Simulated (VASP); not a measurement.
# Ru (Fm-3m) in VASP: further runs

Ru is run at these levels: PBE, r2SCAN; tasks: single point.

All numbers are computed with VASP 6.6.1; they aren't measurements. Logs are shortened: lines on timing, memory, paths and dates and some standing lists are left out, and cuts for length are marked.

### 1 The cell of the first run

The structure is cubic, space group Fm-3m (No. 225). Conventional cell: a = 3.837 Å, b = 3.837 Å, c = 3.837 Å, α = 90.00°, β = 90.00°, γ = 90.00°. Within 3.6 Å of Ru (site symmetry m-3m) lie 12 Ru at 2.71 Å.

This isn't the form of Ru at room conditions, which is hcp.

### 2 Single point, PBE (14.12 Å³/atom)

The input, INCAR:

```
ALGO = Normal
EDIFF = 1E-6
ENCUT = 500
GGA = PE
GGA_COMPAT = F
ISIF = 2
ISMEAR = 0
LASPH = T
LCHARG = F
LREAL = F
LWAVE = F
NBANDS = 13
NELM = 120
PREC = Accurate
SIGMA = 0.05
```

The input, KPOINTS:

```
k-points
0
Gamma
  8 8 8
```

The input, POSCAR:

```
Ru
1.0
    0.0000000000      1.9182658903      1.9182658903
    1.9182658903      0.0000000000      1.9182658903
    1.9182658903      1.9182658903      0.0000000000
Ru
1
Direct
    0.0000000000      0.0000000000      0.0000000000
```

Potentials or basis: VASP PAW PBE potentials, release 64 (Ru_pv).

On the command line:

```bash
cat potpaw_PBE.64/Ru_pv/POTCAR > POTCAR
mpirun -np 1 vasp_std > vasp.out
```

OUTCAR:

```text
EDIFF = 1E-6
   ENCUT = 500
   GGA = PE
   ISIF = 2
   ISMEAR = 0
   LASPH = T
   LREAL = F
   NELM = 120
   PREC = Accurate

 ion  position               nearest neighbor table
   1  0.000  0.000  0.000-

  LATTYP: Found a face centered cubic cell.
 ALAT       =     3.8365317806

  Lattice vectors:

 A1 = (   0.0000000000,   1.9182658903,   1.9182658903)
 A2 = (   1.9182658903,   0.0000000000,   1.9182658903)
 A3 = (   1.9182658903,   1.9182658903,   0.0000000000)

Analysis of symmetry for initial positions (statically):
=====================================================================
 Subroutine PRICEL returns:
 Original cell was already a primitive cell.

 Routine SETGRP: Setting up the symmetry group for a
 face centered cubic supercell.

 Subroutine GETGRP returns: Found 48 space group operations
 (whereof 48 operations were pure point group operations)
 out of a pool of 48 trial point group operations.

The static configuration has the point symmetry O_h .

Analysis of symmetry for dynamics (positions and initial velocities):
=====================================================================
 Subroutine PRICEL returns:
 Original cell was already a primitive cell.

 Routine SETGRP: Setting up the symmetry group for a
 face centered cubic supercell.

 Subroutine GETGRP returns: Found 48 space group operations
 (whereof 48 operations were pure point group operations)
 out of a pool of 48 trial point group operations.

The dynamic configuration has the point symmetry O_h .

 Subroutine INISYM returns: Found 48 space group operations
 (whereof 48 operations are pure point group operations),
 and found     1 'primitive' translations

----------------------------------------------------------------------------------------

                                     Primitive cell

  volume of cell :      14.1175

  direct lattice vectors                    reciprocal lattice vectors
     0.000000000  1.918265890  1.918265890    -0.260652083  0.260652083  0.260652083
     1.918265890  0.000000000  1.918265890     0.260652083 -0.260652083  0.260652083
     1.918265890  1.918265890  0.000000000     0.260652083  0.260652083 -0.260652083

  length of vectors
     2.712837638  2.712837638  2.712837638     0.451462651  0.451462651  0.451462651

  position of ions in fractional coordinates (direct lattice)
     0.000000000  0.000000000  0.000000000

  ion indices of the primitive-cell ions
   primitive index   ion index
                 1           1

----------------------------------------------------------------------------------------

 KPOINTS: k-points

Automatic generation of k-mesh.
 Grid dimensions read from file:
 generate k-points for:    8    8    8

 Generating k-lattice:

  Cartesian coordinates                     Fractional coordinates (reciprocal lattice)
    -0.032581510  0.032581510  0.032581510     0.125000000  0.000000000  0.000000000
     0.032581510 -0.032581510  0.032581510     0.000000000  0.125000000  0.000000000
     0.032581510  0.032581510 -0.032581510     0.000000000  0.000000000  0.125000000

  Length of vectors
     0.056432831  0.056432831  0.056432831

  Shift w.r.t. Gamma in fractional coordinates (k-lattice)
     0.000000000  0.000000000  0.000000000

 Subroutine IBZKPT returns following result:
 ===========================================

 Found     29 irreducible k-points:

 Following reciprocal coordinates:
            Coordinates               Weight
  0.000000  0.000000  0.000000      1.000000
  0.125000  0.000000  0.000000      8.000000
  0.250000  0.000000  0.000000      8.000000
  0.375000  0.000000  0.000000      8.000000
  0.500000  0.000000  0.000000      4.000000
  0.125000  0.125000  0.000000      6.000000
[... 16 lines left out ...]
  0.500000  0.250000  0.125000     48.000000
 -0.375000  0.250000  0.125000     24.000000
 [... further k-points ...]
   k-points           NKPTS =     29   k-points in BZ     NKDIM =     29   number of bands    NBANDS=     13
   number of dos      NEDOS =    301   number of ions     NIONS =      1
   total plane-waves  NPLWV =   8000
   dimension x,y,z NGX =    20 NGY =   20 NGZ =   20
   dimension x,y,z NGXF=    40 NGYF=   40 NGZF=   40
   ions per type =               1
   NGX,Y,Z   is equivalent  to a cutoff of  12.26, 12.26, 12.26 a.u.
   NGXF,Y,Z  is equivalent  to a cutoff of  24.51, 24.51, 24.51 a.u.
 SYSTEM =  unknown system
   PREC   = accura    normal or accurate (medium, high low for compatibility)
   ISTART =      0    job   : 0-new  1-cont  2-samecut
   ICHARG =      2    charge: 1-file 2-atom 10-const
   ISPIN  =      1    spin polarized calculation?
   LNONCOLLINEAR =      F non collinear calculations
   LSORBIT =      F    spin-orbit coupling
   LASPH  =      T    aspherical Exc in radial PAW
   ENCUT  =  500.0 eV  36.75 Ry    6.06 a.u.   4.95  4.95  4.95*2*pi/ulx,y,z
   NELM   =    120;   NELMIN=  2; NELMDL= -5     # of ELM steps
   EDIFF  = 0.1E-05   stopping-criterion for ELM
   LREAL  =      F    real-space projection
   EDIFFG = 0.1E-04   stopping-criterion for IOM
   NSW    =      0    number of steps for IOM
   IBRION =     -1    ionic relax: 0-MD 1-quasi-New 2-CG
   NFREE  =      0    steps in history (QN), initial steepest desc. (CG)
   ISIF   =      2    stress and relaxation
   ISYM   =      2    0-nonsym 1-usesym 2-fastsym
   POTIM  = 0.5000    time-step for ionic-motion
   TEBEG  =    0.0;   TEEND  =   0.0 temperature during run
   PSTRESS=    0.0 pullay stress
   NELECT =      14.0000    total number of electrons
   NUPDOWN=      -1.0000    fix difference up-down
   EMIN   =  10.00;   EMAX   =-10.00  energy-range for DOS
   EFERMI =   0.00;   METHOD = LEGACY
   ISMEAR =     0;   SIGMA  =   0.05  broadening in eV -4-tet -1-fermi 0-gaus
   EFERMI_NEDOS =   21; number of points for ismear=-14 and -15
   IALGO  =     38    algorithm
   IMIX   =      4    mixing-type and parameters
     AMIX     =   0.40;   BMIX     =  1.00
     AMIX_MAG =   1.60;   BMIX_MAG =  1.00
  volume/ion in A,a.u.               =      14.12        95.27
  Fermi-wavevector in a.u.,A,eV,Ry     =   1.632546  3.085064 36.262326  2.665206
  Thomas-Fermi vector in A             =   2.724499
   LORBIT       =      0    0 simple, 1 ext, 2 COOP (PROOUT), +10 PAW based schemes
   GGA     = PE    functional components
   LHFCALC =     F    Hartree Fock is set to
   AEXX    =    0.0000 exact exchange contribution
   IVDW    =     0    specifies the selected vdW correction
   LEPSILON=     F    determine dielectric tensor
   LRPA    =     F    only Hartree local field effects (RPA)
 non-spin polarized calculation
 Gauss-broadening in eV      SIGMA  =   0.05
  energy-cutoff  :      500.00
  volume of cell :       14.12
 maximum number of plane-waves:       370
   NGX =  9   NGY =  9   NGZ =  9

 number of electron      13.9999996 magnetization

 Free energy of the ion-electron system (eV)
  ---------------------------------------------------
  ext. energy  EPLUGINS =         0.00000000
  ---------------------------------------------------
  free energy    TOTEN  =        -9.15188438 eV

  energy without entropy =       -9.15032007  energy(sigma->0) =       -9.15110222

 E-fermi :  11.9220     XC(G=0): -13.8747

 val. band max:       11.8832352852   @ k =  -0.3750   0.3750   0.1250
 cond. band min:      11.9409392940   @ k =   0.0000   0.0000   0.0000
 fundamental gap:      0.0577040088
 Fermi energy:        11.9219980998

 k-point     1 :       0.0000    0.0000    0.0000
  band No.  band energies     occupation
      1     -30.3485      2.00000
      2     -30.3485      2.00000
      3     -30.3485      2.00000
      4       4.3823      2.00000
      5       9.6345      2.00000
      6       9.6345      2.00000
      7       9.6345      2.00000
      8      11.9409      0.59214
      9      11.9409      0.59214
     10      22.6747      0.00000
     11      27.1402      0.00000
     12      32.6649      0.00000
     13      32.6649      0.00000

 k-point     2 :       0.1250    0.0000    0.0000
  band No.  band energies     occupation
      1     -30.4914      2.00000
      2     -30.3674      2.00000
      3     -30.3674      2.00000
      4       4.9962      2.00000
      5       9.3573      2.00000
      6       9.8670      2.00000
      7       9.8670      2.00000
      8      11.8188      1.99648
      9      11.8188      1.99648
     10      22.6747      0.00000
     11      28.0993      0.00000
     12      30.3006      0.00000
     13      33.6634      0.00000

 k-point     3 :       0.2500    0.0000    0.0000
  band No.  band energies     occupation
      1     -30.8280      2.00000
      2     -30.4125      2.00000
      3     -30.4125      2.00000
      4       6.2067      2.00000
      5       9.3804      2.00000
      6      10.0149      2.00000
      7      10.0149      2.00000
      8      12.1026      0.00000
      9      12.1026      0.00000
     10      22.6744      0.00000
     11      27.0466      0.00000
     12      29.2037      0.00000
     13      36.1781      0.00000
[... 305 lines left out ...]
 k-point    23 :       0.5000    0.2500    0.1250
  band No.  band energies     occupation
      1     -31.0833      2.00000
      2     -30.6903      2.00000
      3     -30.5251      2.00000
      4       7.5495      2.00000
      5       8.6286      2.00000
      6       9.2319      2.00000
      7      11.0772      2.00000
      8      12.8757      0.00000
      9      16.1075      0.00000
     10      22.6736      0.00000
     11      24.2248      0.00000
     12      28.1700      0.00000
     13      29.6757      0.00000

 k-point    24 :      -0.3750    0.2500    0.1250
  band No.  band energies     occupation
      1     -31.1583      2.00000
      2     -30.7228      2.00000
      3     -30.5545      2.00000
      4       7.4883      2.00000
      5       8.3705      2.00000
      6       9.9934      2.00000
      7      10.7670      2.00000
      8      13.4717      0.00000
      9      18.1880      0.00000
     10      21.2799      0.00000
     11      22.6763      0.00000
     12      28.1177      0.00000
     13      29.1196      0.00000

 [... further k-points ...]
[... 5 lines left out ...]
  --------------------------------------------------------------------------------------
  -------------------------------------------------------------------------------------
  Total       -0.6051314     -0.6051314     -0.6051314     -0.0000000     -0.0000000      0.0000000
  in kB      -68.6758185    -68.6758185    -68.6758185     -0.0000000     -0.0000000      0.0000000
  external PRESSURE =     -68.6758185 kB  Pullay stress =       0.0000000 kB

 VOLUME and BASIS-vectors are now :
 -----------------------------------------------------------------------------
  energy-cutoff  :      500.00
  volume of cell :       14.12
      direct lattice vectors                 reciprocal lattice vectors
     0.000000000  1.918265890  1.918265890    -0.260652083  0.260652083  0.260652083
     1.918265890  0.000000000  1.918265890     0.260652083 -0.260652083  0.260652083
     1.918265890  1.918265890  0.000000000     0.260652083  0.260652083 -0.260652083

 POSITION                                       TOTAL-FORCE (eV/Angst)
 -----------------------------------------------------------------------------------
      0.00000      0.00000      0.00000         0.000000      0.000000      0.000000
 -----------------------------------------------------------------------------------
    total drift:                                0.000000     -0.000000      0.000000

  FREE ENERGIE OF THE ION-ELECTRON SYSTEM (eV)
  ---------------------------------------------------
  free  energy   TOTEN  =        -9.1518843801 eV

  energy  without entropy=       -9.1503200654  energy(sigma->0) =       -9.15110222
```

Wall time 2.9 s (1 thread of Intel Xeon 6975P-C (Granite Rapids), shared host); peak memory 0.12 GiB.

Results:

- Free energy: -9.1519 eV
- Pressure: -6.9 GPa
- Band gap on the k mesh: zero (bands 7 and 8 overlap by 2.94 eV)

Levels at points of the mesh, in eV from the Fermi level:
```
           k point  band 3  band 4  band 5  band 6  band 7  band 8  band 9  band 10  band 11  band 12
(0.00, 0.00, 0.00)  -42.27   -7.54   -2.29   -2.29   -2.29    0.02    0.02    10.75    15.22    20.74
(0.50, 0.00, 0.00)  -42.40   -5.64   -2.40   -2.40    1.14    1.78    1.78     9.75    10.76    14.80
(0.50, 0.50, 0.00)  -42.61   -5.90   -5.44    1.74    2.27    2.27    3.69    10.75    13.31    13.35
```

Caveat: the cell stands under tension; an empty level that is flat over the whole mesh can mark a ghost state of the potentials, or a narrow d or f band.

### 3 Single point, r2SCAN

This run uses another cell than the first one, of 13.55 Å³/atom.

The input, POSCAR:

```
Ru
1.0
    0.0000000000      1.8922456740      1.8922456740
    1.8922456740      0.0000000000      1.8922456740
    1.8922456740      1.8922456740      0.0000000000
Ru
1
Direct
    0.0000000000      0.0000000000      0.0000000000
```

The input, INCAR.step1:

```
PREC     = Accurate       # precision mode
ENCUT    = 550            # plane-wave cutoff, eV
ISMEAR   = 0              # smearing method
SIGMA    = 0.05           # smearing width, eV
LREAL    = False          # projectors in reciprocal space
LASPH    = True           # aspherical terms in the spheres
NELM     = 120            # most SCF steps
NBANDS   = 13             # bands
GGA      = PE             # functional
ALGO     = Normal         # electronic algorithm
EDIFF    = 1E-5           # SCF threshold, eV
LWAVE    = True           # write WAVECAR
LCHARG   = False          # write CHGCAR
GGA_COMPAT= False
```

The input, INCAR.step2:

```
PREC     = Accurate       # precision mode
ENCUT    = 550            # plane-wave cutoff, eV
EDIFF    = 1E-6           # SCF threshold, eV
ISMEAR   = 0              # smearing method
SIGMA    = 0.05           # smearing width, eV
LREAL    = False          # projectors in reciprocal space
LASPH    = True           # aspherical terms in the spheres
NELM     = 120            # most SCF steps
ALGO     = Normal         # electronic algorithm
ISIF     = 2              # what is computed and relaxed
LWAVE    = False          # write WAVECAR
LCHARG   = False          # write CHGCAR
METAGGA  = R2SCAN         # meta-GGA
LMIXTAU  = True         
NBANDS   = 13             # bands
ISTART   = 1            
GGA_COMPAT= False
```

The input, KPOINTS:

```
regular mesh
0
Gamma
  18 18 18
```

Potentials or basis: VASP PAW PBE potentials, release 64 (Ru_pv).

On the command line:

```bash
cat potpaw_PBE.64/Ru_pv/POTCAR > POTCAR
cp INCAR.step1 INCAR
mpirun -np 1 vasp_std > vasp.out
cp INCAR.step2 INCAR
mpirun -np 1 vasp_std > vasp.out
```

Wall time 45 s (1 thread of Intel Xeon 6975P-C (Granite Rapids), shared host); peak memory 0.15 GiB.

It converged, with:

* Free energy: -25.3076 eV
* Pressure: 1.4 GPa
* Band gap on the k mesh: zero (bands 7 and 8 overlap by 3.60 eV)

Levels at points of the mesh, in eV from the Fermi level:
| k point | band 5 | band 6 | band 7 | band 8 | band 9 | band 10 |
| --- | --- | --- | --- | --- | --- | --- |
| (0.00, 0.00, 0.00) | -2.63 | -2.63 | -2.63 | -0.08 | -0.08 | 8.60 |
| (0.50, 0.00, 0.00) | -2.77 | -2.77 | 1.14 | 1.88 | 1.88 | 8.60 |
| (0.50, 0.50, 0.00) | -6.15 | 1.82 | 2.42 | 2.42 | 3.89 | 8.60 |

Caveat: an empty level that is flat over the whole mesh can mark a ghost state of the potentials, or a narrow d or f band; the PAW data sets were made with another functional, which shifts forces and pressure a little.
